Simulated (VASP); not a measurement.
A run of VASP 6.6.1 is set up as follows.

File INCAR:

```
SYSTEM = InF
PREC = Accurate
ENCUT = 520
EDIFF = 1E-8
ISMEAR = -1
SIGMA = 0.05
LREAL = .False.
LASPH = .True.
NELM = 60
ALGO = Normal
ISIF = 2
LWAVE = .False.
LCHARG = .False.
GGA = PE
LEFG = .True.
NBANDS = 17
```

The input KPOINTS:

```
Automatic mesh
0
Gamma
  13 13 13
  0 0 0
```

POSCAR

```
InF
1.0
    0.0000000000      3.0634122134      3.0634122134
    3.0634122134      0.0000000000      3.0634122134
    3.0634122134      3.0634122134      0.0000000000
In F
1 1
Direct
    0.0000000000      0.0000000000      0.0000000000
    0.2500000000      0.2500000000      0.2500000000
```

Potentials or basis: VASP PAW PBE potentials, release 64 (In_d, F).

Launch:

```console
$ cat potpaw_PBE.64/In_d/POTCAR potpaw_PBE.64/F/POTCAR > POTCAR
$ mpirun -np 1 vasp_std > vasp.out
```

(1) What does it give for the band gap on the k mesh?

(2) What does it give for the pressure?

Results:

(1) 2.14 eV, direct.

(2) -1.2 GPa.

Caveat: without QUAD_EFG the Cq values of the log hold for a quadrupole moment of 1 mb, not for the nuclei; spin-orbit coupling is left out, which moves the levels of the heavy elements.
